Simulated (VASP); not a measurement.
Runs of VASP 6.6.1 on Ta. The structure is that of space group I4/mmm (No. 139), or close to it. The cells are those of the table. 

| cell | further INCAR settings | gap on the mesh (eV) | pressure (GPa) |
| --- | --- | --- | --- |
| a = 2.774 Å, angles 114.1, 114.1, 100.6°, 1 atom | ALGO = Fast; EDIFF = 1e-07; NBANDS = 12 | none | 25.4 |
| a = 2.925 Å, angles 105.4, 105.4, 117.9°, 1 atom | ALGO = Fast; EDIFF = 1e-07; NBANDS = 12 | none | -10.4 |
| a = 2.994 Å, angles 107.5, 107.5, 113.6°, 1 atom | ALGO = Fast; EDIFF = 1e-06; NBANDS = 12 | none | -23.3 |
| a = 2.919 Å, angles 111.6, 111.6, 105.3°, 1 atom | ALGO = Fast; EDIFF = 1e-07; NBANDS = 12 | none | -13.1 |
| a = 2.959 Å, angles 106.5, 106.5, 115.7°, 1 atom | ALGO = Fast; EDIFF = 1e-06; NBANDS = 12 | none | -17.8 |
| a = 2.692 Å, angles 111.8, 111.8, 104.9°, 1 atom | ALGO = Fast; EDIFF = 1e-07; NBANDS = 12 | none | (b) |
| a = 2.732 Å, angles 112.9, 112.9, 102.7°, 1 atom | ALGO = Fast; EDIFF = 1e-06; NBANDS = 12 | none | (a) |

Alike in all rows: task single point; level PBEsol; potentials or basis VASP PAW PBE potentials, release 64 (Ta_pv); no spin polarisation; k mesh 26 × 26 × 26; cutoff (eV) 520; smearing gaussian 0.15 eV.

Task: Estimate the missing entries.

Result: (a) 36.2; (b) 49.0.

Caveats: the PAW data sets were made with another functional, which shifts forces and pressure a little; spin-orbit coupling is left out, which moves the levels of the heavy elements; the cell stands under tension (at least some runs); the cell stands under pressure (at least some runs).

A k mesh can miss the band edges, and the runs leave out spin-orbit coupling on Ta.

A gap of «none» marks levels without a gap at the run's occupations.
